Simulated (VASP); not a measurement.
# BP: elastic constants with PBE

Crystal: BP.

```
P B
1.0
     0.00000    2.26900    2.26900
     2.26900    0.00000    2.26900
     2.26900    2.26900    0.00000
P B
1 1
Direct
  0.75000 0.75000 0.75000
  0.00000 0.00000 0.00000
```

| Property | Result |
| --- | --- |
| Program | VASP 6.6.1 |
| Task | elastic constants |
| Functional | PBE |
| Potentials or basis | VASP PAW PBE potentials, release 64 (P, B) |
| Cutoff | 600 eV |
| k mesh | 7 × 7 × 7 |
| Occupations | fermi-dirac, width 0.05 eV |
| Spin | no spin polarisation |
| Dipole correction | no |
| Ions in elastic constants | relaxed |
| Further INCAR settings | ALGO = Normal; EDIFF = 1e-08; IBRION = 6; POTIM = 0.015; NSW = 1; ISIF = 3 |

```json
{"Elastic constants C11, C12, C44": "343, 76, 187 GPa", "Voigt bulk modulus": "165 GPa", "Highest phonon frequency at Γ, LO-TO splitting left out": "805 cm⁻¹"}
```

Phonon frequencies in cm⁻¹ (negative: imaginary):
```csv
q point,frequencies
"(0.000, 0.000, 0.000)",0 0 0 805 805 805
```

Elastic tensor in Voigt notation (GPa, in the Cartesian axes of the cell as first typed):
```
343  76  76   0   0   0
 76 343  76   0   0   0
 76  76 343   0   0   0
  0   0   0 187   0   0
  0   0   0   0 187   0
  0   0   0   0   0 187
```

Clamped-ion elastic tensor (GPa):
```
343  76  76   0   0   0
 76 343  76   0   0   0
 76  76 343   0   0   0
  0   0   0 206   0   0
  0   0   0   0 206   0
  0   0   0   0   0 206
```

Wall time 2.7 min on 1 thread of AMD EPYC 7R13 Processor (Zen 3), on a shared host, peak memory 0.16 GiB.
